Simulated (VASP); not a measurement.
**Li2Se: single point with r2SCAN**

The system is Li2Se.

```
Li Se
1.0
     0.00000    2.97604    2.97604
     2.97604    0.00000    2.97604
     2.97604    2.97604    0.00000
Li Se
2 1
Direct
  0.75000 0.75000 0.75000
  0.25000 0.25000 0.25000
  0.00000 0.00000 0.00000
```

```yaml
Program: VASP 6.6.1
Task: single point
Functional: r2SCAN
Potentials_or_basis: VASP PAW PBE potentials, release 64 (Li_sv, Se)
Cutoff: 830 eV
k_mesh: 8 × 8 × 8
Occupations: fermi-dirac, width 0.03 eV
Spin: no spin polarisation
```

```json
{"Pressure": "0.5 GPa", "Band gap on the k mesh": "3.44 eV (least direct gap 4.26 eV)"}
```

Levels at points of the mesh, in eV from the valence-band top:
```csv
k point,band 2,band 3,band 4,band 5,band 6,band 7,band 8,band 9,band 10,band 11
"(0.00, 0.00, 0.00)",-46.09,-11.84,0.00,0.00,0.00,4.26,6.32,6.32,6.32,11.26
"(0.50, 0.00, 0.00)",-46.10,-11.44,-2.98,-0.54,-0.54,6.06,6.61,6.61,8.73,12.77
"(0.50, 0.50, 0.00)",-46.10,-11.32,-2.31,-1.49,-1.49,3.44,7.04,11.50,11.50,12.85
```

Wall time 73 s on 1 thread of Intel(R) Xeon(R) 6975P-C (Granite Rapids), with other jobs on the host, peak memory 0.27 GiB.

Caveat: the PAW data sets were made with another functional, which shifts forces and pressure a little. A k mesh can miss the band edges.
